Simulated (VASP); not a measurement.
# Ga (P6/mmm) in VASP: a series of runs, part 2 of 2

VASP 6.6.1. Earlier steps stand in the parts before.

### Step 4. Single point, r2SCAN

This run uses another cell than the first one, of 18.23 Å³/atom, 0.818 times its volume.

The input, POSCAR:

```
Ga
1.0
    4.7234654782      0.0000000000      0.0000000000
   -2.3617327391      4.0906410980      0.0000000000
    0.0000000000      0.0000000000      2.8301612016
Ga
3
Direct
    0.0000000000      0.0000000000      0.0000000000
    0.3333333333      0.6666666667      0.5000000000
    0.6666666667      0.3333333333      0.5000000000
```

The input, INCAR.step1:

```
SYSTEM = Ga
PREC = Accurate
ENCUT = 520
ISMEAR = 0
SIGMA = 0.1
LREAL = .False.
LASPH = .True.
NELM = 100
NBANDS = 26
GGA = PE
ALGO = Normal
EDIFF = 1E-4
LWAVE = .True.
LCHARG = .False.
```

The input, INCAR.step2:

```
SYSTEM = Ga
PREC = Accurate
ENCUT = 520
EDIFF = 1E-6
ISMEAR = 0
SIGMA = 0.1
LREAL = .False.
LASPH = .True.
NELM = 100
ALGO = Normal
ISIF = 2
LWAVE = .False.
LCHARG = .False.
METAGGA = R2SCAN
LMIXTAU = .True.
NBANDS = 26
ISTART = 1
```

The input, KPOINTS:

```
regular mesh
0
Gamma
  6 6 6
  0 0 0
```

Potentials or basis: VASP PAW PBE potentials, release 64 (Ga_d).

Run with:

```bash
$ cat potpaw_PBE.64/Ga_d/POTCAR > POTCAR
$ cp INCAR.step1 INCAR
$ mpirun -np 1 vasp_std > vasp.out
$ cp INCAR.step2 INCAR
$ mpirun -np 1 vasp_std > vasp.out
```

OUTCAR:

```text
SYSTEM = Ga
   PREC = Accurate
   ENCUT = 520
   EDIFF = 1E-6
   ISMEAR = 0
   LREAL = .False.
   LASPH = .True.
   NELM = 100
   ISIF = 2
   METAGGA = R2SCAN
   ISTART = 1

 ion  position               nearest neighbor table
   1  0.000  0.000  0.000-
   2  0.333  0.667  0.500-   3 2.73   3 2.73   3 2.73
   3  0.667  0.333  0.500-   2 2.73   2 2.73   2 2.73

  LATTYP: Found a hexagonal cell.
 ALAT       =     4.7234654782
 C/A-ratio  =     0.5991705062

  Lattice vectors:

 A1 = (   4.7234654782,   0.0000000000,   0.0000000000)
 A2 = (  -2.3617327391,   4.0906410980,   0.0000000000)
 A3 = (   0.0000000000,   0.0000000000,   2.8301612016)

Analysis of symmetry for initial positions (statically):
=====================================================================
 Subroutine PRICEL returns:
 Original cell was already a primitive cell.

 Routine SETGRP: Setting up the symmetry group for a
 hexagonal supercell.

 Subroutine GETGRP returns: Found 24 space group operations
 (whereof 24 operations were pure point group operations)
 out of a pool of 24 trial point group operations.

The static configuration has the point symmetry D_6h.

Analysis of symmetry for dynamics (positions and initial velocities):
=====================================================================
 Subroutine PRICEL returns:
 Original cell was already a primitive cell.

 Routine SETGRP: Setting up the symmetry group for a
 hexagonal supercell.

 Subroutine GETGRP returns: Found 24 space group operations
 (whereof 24 operations were pure point group operations)
 out of a pool of 24 trial point group operations.

The dynamic configuration has the point symmetry D_6h.

 Subroutine INISYM returns: Found 24 space group operations
 (whereof 24 operations are pure point group operations),
 and found     1 'primitive' translations

----------------------------------------------------------------------------------------

                                     Primitive cell

  volume of cell :      54.6844

  direct lattice vectors                    reciprocal lattice vectors
     4.723465478  0.000000000  0.000000000     0.211708968  0.122230229  0.000000000
    -2.361732739  4.090641098  0.000000000     0.000000000  0.244460459  0.000000000
     0.000000000  0.000000000  2.830161202     0.000000000  0.000000000  0.353336764

  length of vectors
     4.723465478  4.723465478  2.830161202     0.244460459  0.244460459  0.353336764

  position of ions in fractional coordinates (direct lattice)
     0.000000000  0.000000000  0.000000000
     0.333333333  0.666666667  0.500000000
     0.666666667  0.333333333  0.500000000

  ion indices of the primitive-cell ions
   primitive index   ion index
                 1           1
                 2           2
                 3           3

----------------------------------------------------------------------------------------

 KPOINTS: regular mesh

Automatic generation of k-mesh.
 Grid dimensions read from file:
 generate k-points for:    6    6    6

 Generating k-lattice:

  Cartesian coordinates                     Fractional coordinates (reciprocal lattice)
     0.035284828  0.020371705  0.000000000     0.166666667 -0.000000000  0.000000000
     0.000000000  0.040743410  0.000000000     0.000000000  0.166666667  0.000000000
     0.000000000  0.000000000  0.058889461     0.000000000  0.000000000  0.166666667

  Length of vectors
     0.040743410  0.040743410  0.058889461

  Shift w.r.t. Gamma in fractional coordinates (k-lattice)
     0.000000000  0.000000000  0.000000000

 Subroutine IBZKPT returns following result:
 ===========================================

 Found     28 irreducible k-points:

 Following reciprocal coordinates:
            Coordinates               Weight
  0.000000  0.000000  0.000000      1.000000
  0.166667 -0.000000  0.000000      6.000000
  0.333333 -0.000000  0.000000      6.000000
  0.500000 -0.000000  0.000000      3.000000
  0.166667  0.166667  0.000000      6.000000
  0.333333  0.166667  0.000000     12.000000
[... 16 lines left out ...]
  0.166667 -0.000000  0.500000      6.000000
  0.333333 -0.000000  0.500000      6.000000
 [... further k-points ...]
   k-points           NKPTS =     28   k-points in BZ     NKDIM =     28   number of bands    NBANDS=     26
   number of dos      NEDOS =    301   number of ions     NIONS =      3
   total plane-waves  NPLWV =  31104
   dimension x,y,z NGX =    36 NGY =   36 NGZ =   24
   dimension x,y,z NGXF=    72 NGYF=   72 NGZF=   48
   ions per type =               3
   NGX,Y,Z   is equivalent  to a cutoff of  12.67, 12.67, 14.10 a.u.
   NGXF,Y,Z  is equivalent  to a cutoff of  25.34, 25.34, 28.20 a.u.
 SYSTEM =  Ga
   PREC   = accura    normal or accurate (medium, high low for compatibility)
   ISTART =      1    job   : 0-new  1-cont  2-samecut
   ICHARG =      0    charge: 1-file 2-atom 10-const
   ISPIN  =      1    spin polarized calculation?
   LNONCOLLINEAR =      F non collinear calculations
   LSORBIT =      F    spin-orbit coupling
   LASPH  =      T    aspherical Exc in radial PAW
   ENCUT  =  520.0 eV  38.22 Ry    6.18 a.u.   8.78  8.78  5.26*2*pi/ulx,y,z
   NELM   =    100;   NELMIN=  2; NELMDL=  0     # of ELM steps
   EDIFF  = 0.1E-05   stopping-criterion for ELM
   LREAL  =      F    real-space projection
   EDIFFG = 0.1E-04   stopping-criterion for IOM
   NSW    =      0    number of steps for IOM
   IBRION =     -1    ionic relax: 0-MD 1-quasi-New 2-CG
   NFREE  =      0    steps in history (QN), initial steepest desc. (CG)
   ISIF   =      2    stress and relaxation
   ISYM   =      2    0-nonsym 1-usesym 2-fastsym
   POTIM  = 0.5000    time-step for ionic-motion
   TEBEG  =    0.0;   TEEND  =   0.0 temperature during run
   PSTRESS=    0.0 pullay stress
   NELECT =      39.0000    total number of electrons
   NUPDOWN=      -1.0000    fix difference up-down
   EMIN   =  10.00;   EMAX   =-10.00  energy-range for DOS
   EFERMI =   0.00;   METHOD = LEGACY
   ISMEAR =     0;   SIGMA  =   0.10  broadening in eV -4-tet -1-fermi 0-gaus
   EFERMI_NEDOS =   21; number of points for ismear=-14 and -15
   IALGO  =     38    algorithm
   IMIX   =      4    mixing-type and parameters
     AMIX     =   0.40;   BMIX     =  1.00
     AMIX_MAG =   1.60;   BMIX_MAG =  1.00
  volume/ion in A,a.u.               =      18.23       123.01
  Fermi-wavevector in a.u.,A,eV,Ry     =   1.462655  2.764017 29.107760  2.139360
  Thomas-Fermi vector in A             =   2.578843
   LORBIT       =      0    0 simple, 1 ext, 2 COOP (PROOUT), +10 PAW based schemes
   METAGGA = R2SCAN    functional components
   LHFCALC =     F    Hartree Fock is set to
   AEXX    =    0.0000 exact exchange contribution
   IVDW    =     0    specifies the selected vdW correction
   LEPSILON=     F    determine dielectric tensor
   LRPA    =     F    only Hartree local field effects (RPA)
 non-spin polarized calculation
 Gauss-broadening in eV      SIGMA  =   0.10
  energy-cutoff  :      520.00
  volume of cell :       54.68
 maximum number of plane-waves:      1498
 NGX is ok and might be reduce to    36
   NGX = 17   NGY = 17   NGZ = 11

 number of electron      39.0000043 magnetization

 Free energy of the ion-electron system (eV)
  ---------------------------------------------------
  ext. energy  EPLUGINS =         0.00000000
  ---------------------------------------------------
  free energy    TOTEN  =       -33.90300214 eV

  energy without entropy =      -33.90093670  energy(sigma->0) =      -33.90196942

 E-fermi :   5.8116     XC(G=0): -12.3816

 val. band max:        5.6330735363   @ k =   0.5000  -0.0000   0.5000
 cond. band min:       5.8566370188   @ k =   0.5000  -0.0000   0.5000
 fundamental gap:      0.2235634825
 Fermi energy:         5.8116214851

 k-point     1 :       0.0000    0.0000    0.0000
  band No.  band energies     occupation
      1      -9.9315      2.00000
      2      -9.7695      2.00000
      3      -9.7380      2.00000
      4      -9.7081      2.00000
      5      -9.7081      2.00000
      6      -9.6467      2.00000
[... 18 lines left out ...]
     25      19.4246      0.00000
     26      19.4256      0.00000

 k-point     2 :       0.1667   -0.0000    0.0000
  band No.  band energies     occupation
      1      -9.9186      2.00000
      2      -9.7837      2.00000
      3      -9.7682      2.00000
      4      -9.7457      2.00000
      5      -9.7255      2.00000
      6      -9.6703      2.00000
[... 630 lines left out ...]
 k-point    24 :       0.3333   -0.0000    0.5000
  band No.  band energies     occupation
      1      -9.8353      2.00000
      2      -9.8323      2.00000
      3      -9.8160      2.00000
      4      -9.7860      2.00000
      5      -9.7083      2.00000
      6      -9.6972      2.00000
[... 18 lines left out ...]
     25      12.5724      0.00000
     26      13.1652      0.00000

 [... further k-points ...]
[... 5 lines left out ...]
  --------------------------------------------------------------------------------------
  -------------------------------------------------------------------------------------
  Total       -0.0258884     -0.0258884      0.0689623      0.0000000     -0.0000000      0.0000000
  in kB       -0.7584935     -0.7584935      2.0204997      0.0000000     -0.0000000      0.0000000
  external PRESSURE =       0.1678376 kB  Pullay stress =       0.0000000 kB

 VOLUME and BASIS-vectors are now :
 -----------------------------------------------------------------------------
  energy-cutoff  :      520.00
  volume of cell :       54.68
      direct lattice vectors                 reciprocal lattice vectors
     4.723465478  0.000000000  0.000000000     0.211708968  0.122230229  0.000000000
    -2.361732739  4.090641098  0.000000000     0.000000000  0.244460459  0.000000000
     0.000000000  0.000000000  2.830161202     0.000000000  0.000000000  0.353336764

 POSITION                                       TOTAL-FORCE (eV/Angst)
 -----------------------------------------------------------------------------------
      0.00000      0.00000      0.00000         0.000000      0.000000      0.000000
     -0.00000      2.72709      1.41508         0.000000     -0.000000     -0.000000
      2.36173      1.36355      1.41508        -0.000000      0.000000      0.000000
 -----------------------------------------------------------------------------------
    total drift:                                0.000000      0.000000     -0.000000

  FREE ENERGIE OF THE ION-ELECTRON SYSTEM (eV)
  ---------------------------------------------------
  free  energy   TOTEN  =       -33.9030021390 eV

  energy  without entropy=      -33.9009367026  energy(sigma->0) =      -33.90196942
```

Run time: 1.9 min. Hardware: 1 thread of AMD EPYC 7R13 (Zen 3), shared host; peak memory 0.16 GiB.

What came out:

| Item | Value |
| --- | --- |
| Free energy | -33.9030 eV |
| Pressure | 0.0 GPa |

Levels at points of the mesh, in eV from the Fermi level:
```
           k point  band 16  band 17  band 18  band 19  band 20  band 21  band 22  band 23
(0.00, 0.00, 0.00)   -11.98    -3.13    -2.96    -1.67    -1.67    -1.56    -1.56     6.90
(0.50, 0.00, 0.00)    -9.52    -9.52    -4.84    -4.29     4.38     4.54     5.57     5.78
(0.00, 0.00, 0.50)    -7.29    -6.29     1.51     1.53     1.53     1.59     1.93     1.98
(0.50, 0.00, 0.50)    -4.99    -4.82    -4.00    -3.65    -0.18     0.04     0.15     2.04
```

Caveat: the k points lie up to 0.37 Å⁻¹ apart; the PAW data sets were made with another functional, which shifts forces and pressure a little.

### Step 5. Overview

```csv
task,cell,k mesh,cutoff (eV),gap on the mesh (eV),pressure (GPa)
relaxation of cell and atoms,"relaxed from a = 5.012, b = 5.012, c = 3.073 Å, angles 90.0, 90.0, 120.0°, 3 atoms",6 × 6 × 6,600,none,-0.1
single point,"a = 4.757, b = 4.757, c = 2.790 Å, angles 90.0, 90.0, 120.0°, 3 atoms",12 × 12 × 16,520,none,0.1
single point,"a = 4.723, b = 4.723, c = 2.830 Å, angles 90.0, 90.0, 120.0°, 3 atoms",6 × 6 × 6,520,none,0.0
```

Alike in all rows: level r2SCAN; potentials or basis VASP PAW PBE potentials, release 64 (Ga_d); no spin polarisation; smearing gaussian 0.1 eV.

Caveats: some runs use coarse meshes; the PAW data sets were made with another functional, which shifts forces and pressure a little; the volume moved by over 15 % at a fixed basis, so the end points are rough (some runs).

Total energies depend on the potentials used, so only differences within one code and one set of settings carry meaning.
